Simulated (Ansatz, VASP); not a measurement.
**Ni: VASP beside Ansatz**

```
Ni
1.0
     2.45538    0.00000    0.00000
    -1.22769    2.12642    0.00000
     0.00000    0.00000    4.04108
Ni
2
Direct
  0.33333 0.66667 0.25000
  0.66667 0.33333 0.75000
```

Alike in both runs: functional r2SCAN; k mesh 14 × 14 × 8; occupations fermi-dirac, width 0.1 eV; collinear spin.

Ansatz relaxed the structure, and its values are those at the end. VASP's run is a single point on that final structure, the one shown.

|  | VASP | Ansatz |
| --- | --- | --- |
| version | VASP 6.6.1 | Ansatz 0.2.0 |
| potentials or method | VASP PAW PBE potentials, release 64 (Ni), cutoff 660 eV | plane waves, PAW |
| valence electrons in the cell | 20 | 36 |

|  | VASP | Ansatz | Ansatz less VASP |
| --- | --- | --- | --- |
| pressure (GPa) | 0.2 | 0.0 | -0.17 |
| net moment per atom (μB) | 0.73 | 0.75 | +0.016 |
| size of the moment on the site where the two differ most (μB) | 0.75 | 0.81 | +0.061 |

VASP's potentials were made for PBE, not for r2SCAN. Site moments also hang on the region over which each program counts them. VASP's potentials hold 20 valence electrons a cell and Ansatz's 36, so a difference there can come from the potentials and not from the codes. Ansatz's warnings: structure snapped to symmetry.
